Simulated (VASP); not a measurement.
Mg3Te2O: single point with PBE

Mg3Te2O:

```xyz
6
Lattice="-2.6530 2.6530 5.7950 2.6530 -2.6530 5.7950 2.6530 2.6530 -5.7950" Properties=species:S:1:pos:R:3 pbc="T T T"
Mg    0.0000    2.6530    2.8975
Mg    2.6530    0.0000    2.8975
Mg    0.0000    0.0000    5.7950
Te    0.0000    2.6530    0.0000
Te    2.6530    0.0000    0.0000
O     0.0000    0.0000    0.0000
```

```yaml
Program: VASP 6.6.1
Task: single point
Functional: PBE
Potentials_or_basis: VASP PAW PBE potentials, release 64 (Mg, Te, O)
Cutoff: 600 eV
k_mesh: 3 × 3 × 3
Occupations: gaussian, width 0.15 eV
Spin: no spin polarisation
```

| Quantity | Value |
| --- | --- |
| Pressure | -0.2 GPa |
| Band gap on the k mesh | zero (band 12 reaches 4.18 eV, above the bottom of band 13 at 3.19 eV) |

Stress tensor (GPa, compression positive):
```
-0.13  0.00  0.00
 0.00 -0.13  0.00
 0.00  0.00 -0.35
```

Levels at points of the mesh, in eV from the Fermi level:
```tsv
k point	band 9	band 10	band 11	band 12	band 13	band 14
(0.00, 0.00, 0.00)	-2.72	-2.72	-1.30	0.63	0.83	0.83
```

Run time: 120 s on 1 thread of AMD EPYC 7R13 (shared host), peak memory 0.39 GiB.

Caveat: the k points lie up to 0.56 Å⁻¹ apart; spin-orbit coupling is left out, which moves the levels of the heavy elements.
